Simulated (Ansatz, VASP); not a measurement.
# One calculation of AlN, two programs

The input INCAR:

```
SYSTEM = AlN
PREC = Accurate
ENCUT = 520
EDIFF = 1E-7
ISMEAR = 0
SIGMA = 0.05
LREAL = .FALSE.
LASPH = .TRUE.
NELM = 100
ALGO = Normal
ISIF = 2
LWAVE = .FALSE.
LCHARG = .FALSE.
GGA = PE
NBANDS = 26
```

KPOINTS

```
regular mesh
0
G
  8 6 4
  0 0 0
```

Contents of POSCAR:

```
AlN
1.0
   -3.3134793387      0.0000000000      0.0000000000
    0.0000000000      0.0000000000     -4.1875902400
    0.0000000000     -5.7391145645      0.0000000000
Al N
4 4
Direct
    0.5555307522      0.2346278035      0.1666666667
   -0.0555307522      0.2346278035      0.6666666667
    0.0555307522      0.7346278035      0.3333333333
    0.4444692478      0.7346278035      0.8333333333
    0.5535041009      0.7796113022      0.1666666667
   -0.0535041009      0.7796113022      0.6666666667
    0.0535041009      0.2796113022      0.3333333333
    0.4464958991      0.2796113022      0.8333333333
```

Input for Ansatz:

```yaml
crystal:
  lattice:
    - [-3.3134793387, 0.0, 0.0]
    - [0.0, 0.0, -4.18759024]
    - [0.0, -5.7391145645, 0.0]
  atoms:
    - { symbol: Al, position: [0.5555307522, 0.2346278035, 0.1666666667] }
    - { symbol: Al, position: [-0.0555307522, 0.2346278035, 0.6666666667] }
    - { symbol: Al, position: [0.0555307522, 0.7346278035, 0.3333333333] }
    - { symbol: Al, position: [0.4444692478, 0.7346278035, 0.8333333333] }
    - { symbol: "N", position: [0.5535041009, 0.7796113022, 0.1666666667] }
    - { symbol: "N", position: [-0.0535041009, 0.7796113022, 0.6666666667] }
    - { symbol: "N", position: [0.0535041009, 0.2796113022, 0.3333333333] }
    - { symbol: "N", position: [0.4464958991, 0.2796113022, 0.8333333333] }
basis:
  ecutwfc: 520.0
kpoints:
  mp_grid: { grid: [8, 6, 4] }
hamiltonian:
  xc: pbe
  pseudopotentials: { kind: paw, azcp: { folder: soft_1 } }
scf:
  occupations: { method: gaussian, width: 0.05 }
output:
  forces: true
  stress: true
  eigenvalues: true
  write_density: true
  write_potential: true
  elf: true
  volumetric_format: npy
```

Change from the starting cell: mode 4 frozen in at -0.184 Å and mode 5 at -0.124 Å (largest displacements).

Alike in both runs: task single point; functional PBE; k mesh 8 × 6 × 4; occupations gaussian, width 0.05 eV; no spin polarisation.

|  | VASP | Ansatz |
| --- | --- | --- |
| version | VASP 6.6.1 | Ansatz 0.2.0 |
| potentials or method | VASP PAW PBE potentials, release 64 (Al, N), cutoff 520 eV | scalar-relativistic, plane waves, PAW |
| valence electrons in the cell | 32 | 32 |

VASP gave:

| Item | Value |
| --- | --- |
| gap on the k mesh at the Fermi level (eV) | 3.30 |
| least direct gap on the mesh (eV) | 3.30 |
| pressure (GPa) | 1.4 |
| traceless stress, the component that is largest in VASP (GPa) | 9.89 |
| rms of the force components (eV/Å) | 0.476 |

Q: Estimate Ansatz's values.

A: gap on the k mesh at the Fermi level (eV): 3.29; least direct gap on the mesh (eV): 3.29; pressure (GPa): 1.5; traceless stress, the component that is largest in VASP (GPa): 9.76; rms of the force components (eV/Å): 0.474.

Atom by atom the forces differ by 0.002 eV/Å (rms over components).
